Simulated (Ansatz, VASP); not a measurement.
## NaGeI3: VASP beside Ansatz

File INCAR:

```
ALGO     = Normal         # electronic algorithm
EDIFF    = 1E-6           # SCF threshold, eV
ENCUT    = 520            # plane-wave cutoff, eV
GGA      = PE             # functional
ISIF     = 2              # what is computed and relaxed
ISMEAR   = -1             # smearing method
LASPH    = T              # aspherical terms in the spheres
LCHARG   = F              # write CHGCAR
LREAL    = F              # projectors in reciprocal space
LWAVE    = F              # write WAVECAR
NBANDS   = 29             # bands
NELM     = 60             # most SCF steps
PREC     = Accurate       # precision mode
SIGMA    = 0.02           # smearing width, eV
```

The input KPOINTS:

```
k-points
0
Gamma
  4 4 4
```

POSCAR

```
NaGeI3
1.0
    5.9776148921      0.0000000000      0.0000000000
    0.0000000000      5.9776148921      0.0000000000
    0.0000000000      0.0000000000      5.8638426973
Na Ge I
1 1 3
Direct
    0.0000000000      0.0000000000      0.0000000000
    0.5000000000      0.5000000000      0.5000000000
    0.5000000000      0.5000000000      0.0000000000
    0.5000000000      0.0000000000      0.5000000000
    0.0000000000      0.5000000000      0.5000000000
```

Input for Ansatz:

```yaml
crystal:
  lattice:
    - [5.9776148921, 0.0, 0.0]
    - [0.0, 5.9776148921, 0.0]
    - [0.0, 0.0, 5.8638426973]
  atoms:
    - { symbol: Na, position: [0.0, 0.0, 0.0] }
    - { symbol: Ge, position: [0.5, 0.5, 0.5] }
    - { symbol: I, position: [0.5, 0.5, 0.0] }
    - { symbol: I, position: [0.5, 0.0, 0.5] }
    - { symbol: I, position: [0.0, 0.5, 0.5] }
kpoints:
  mp_grid: { grid: [4, 4, 4] }
  band_path:
    path: [[0.0, 0.0, 0.0], [0.0, 0.5, 0.0], [0.5, 0.5, 0.0], [0.5, 0.5, 0.5]]
    npoints: 1
hamiltonian:
  xc: pbe
scf:
  occupations: { method: fermi_dirac, width: 0.02 }
  n_extra_bands: 5
output:
  forces: true
  stress: true
  eigenvalues: true
  write_density: true
  write_potential: true
  elf: true
  volumetric_format: npy
```

Change from the starting cell: epitaxial_xy strain +1.5%.

Alike in both runs: task single point; functional PBE; k mesh 4 × 4 × 4; occupations fermi-dirac, width 0.02 eV; no spin polarisation.

```csv
,VASP,Ansatz
version,VASP 6.6.1,Ansatz 0.2.0
potentials or method,"VASP PAW PBE potentials, release 64 (Na_pv, Ge_d, I)","plane waves, PAW"
plane-wave cutoff (eV),520,420
valence electrons in the cell,42,74
```

```csv
,VASP,Ansatz,Ansatz less VASP
pressure (GPa),-0.1,-0.1,+0.01
"traceless stress, the component that is largest in VASP (GPa)",0.46,0.46,-0.001
```

With one functional, cell and mesh, what is left measures potentials, basis and numerics. VASP's potentials hold 42 valence electrons a cell and Ansatz's 74, so a difference there can come from the potentials and not from the codes.

Neither program's run includes spin-orbit coupling.
